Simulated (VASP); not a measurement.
A run of VASP 6.6.1 is set up as follows.

The input POSCAR:

```
Ti
1.0
    2.9500000000      0.0000000000      0.0000000000
   -1.4750000000      2.5547749412      0.0000000000
    0.0000000000      0.0000000000      4.6800000000
Ti
2
Direct
    0.6666666667      0.3333333333      0.7500000000
    0.3333333333      0.6666666667      0.2500000000
```

File INCAR.step1:

```
SYSTEM = Ti
  PREC = Accurate
  ENCUT = 520
  EDIFF = 1E-5
  ISMEAR = -1
  SIGMA = 0.05
  LREAL = .FALSE.
  LASPH = .TRUE.
  NELM = 100
  ALGO = Normal
  ISIF = 2
  LWAVE = .TRUE.
  NBANDS = 19
  GGA = PE
```

File INCAR.step2:

```
SYSTEM = Ti
  PREC = Accurate
  ENCUT = 520
  EDIFF = 1E-6
  ISMEAR = -1
  SIGMA = 0.05
  LREAL = .FALSE.
  LASPH = .TRUE.
  NELM = 100
  ALGO = Normal
  ISIF = 2
  LWAVE = .FALSE.
  LCHARG = .TRUE.
  GGA = PE
  LHFCALC = .TRUE.
  AEXX = 0.25
  PRECFOCK = Normal
  LELF = .TRUE.
  LVHAR = .TRUE.
  NBANDS = 19
  ISTART = 1
```

Contents of KPOINTS:

```
regular mesh
0
G
  6 6 4
  0 0 0
```

Potentials or basis: VASP PAW PBE potentials, release 64 (Ti_sv).

Launch:

```bash
$ cat potpaw_PBE.64/Ti_sv/POTCAR > POTCAR
$ cp INCAR.step1 INCAR
$ mpirun -np 1 vasp_std > vasp.out
$ cp INCAR.step2 INCAR
$ mpirun -np 1 vasp_std > vasp.out
```

Task: Predict the band gap on the k mesh.

Result: Zero (bands 12 and 13 overlap by 2.54 eV).

Task: Estimate the pressure.

Result: -3.9 GPa.

Stress tensor (GPa, compression positive):
```
-4.59  0.00  0.00
 0.00 -4.59  0.00
 0.00  0.00 -2.48
```

Caveat: the k points lie up to 0.41 Å⁻¹ apart, too coarse for converged energies and pressures of a metal; the PAW data sets were made with another functional, which shifts forces and pressure a little.
